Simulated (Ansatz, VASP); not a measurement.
# Two plane-wave programs on Ir

The input INCAR:

```
PREC = Accurate
ENCUT = 520
EDIFF = 1E-7
ISMEAR = 0
SIGMA = 0.15
LREAL = F
LASPH = T
NELM = 60
ALGO = Fast
ISIF = 2
LWAVE = F
LCHARG = F
GGA = PS
NBANDS = 10
```

The input KPOINTS:

```
Automatic mesh
0
Gamma
  22 22 22
```

Contents of POSCAR:

```
Ir
1.0
    0.0000000000      1.9772910000      1.9484955000
    1.9772910000      0.0000000000      1.9484955000
    1.9772910000      1.9772910000      0.0000000000
Ir
1
Direct
    0.0000000000      0.0000000000      0.0000000000
```

Input for Ansatz:

```yaml
crystal:
  lattice:
    - [0.0, 1.977291, 1.9484955]
    - [1.977291, 0.0, 1.9484955]
    - [1.977291, 1.977291, 0.0]
  atoms:
    - { symbol: Ir, position: [0.0, 0.0, 0.0] }
basis:
  ecutwfc: 420
kpoints:
  mp_grid: { grid: [22, 22, 22] }
hamiltonian:
  xc: pbesol
scf:
  occupations: { method: gaussian, width: 0.15 }
output:
  forces: true
  stress: true
  eigenvalues: true
```

Change from the starting cell: strain +0.030 along x and y, +0.015 along z, atoms carried along.

Alike in both runs: task single point; functional PBEsol; k mesh 22 × 22 × 22; occupations gaussian, width 0.15 eV; no spin polarisation.

|  | VASP | Ansatz |
| --- | --- | --- |
| version | VASP 6.6.1 | Ansatz 0.2.0 |
| potentials or method | VASP PAW PBE potentials, release 64 (Ir), cutoff 520 eV | scalar-relativistic, plane waves, PAW |
| valence electrons in the cell | 9 | 17 |

```tsv
	VASP	Ansatz	Ansatz less VASP
gap on the k mesh at the Fermi level (eV)	none	none	-
pressure (GPa)	-24.9	-25.4	-0.43
traceless stress, the component that is largest in VASP (GPa)	2.90	2.91	+0.013
```

VASP's potentials were made for PBE, not for PBEsol. A gap of «none» marks a metal or a gap that the smearing closes. VASP's potentials hold 9 valence electrons a cell and Ansatz's 17, so a difference there can come from the potentials and not from the codes.

Neither program's run includes spin-orbit coupling.
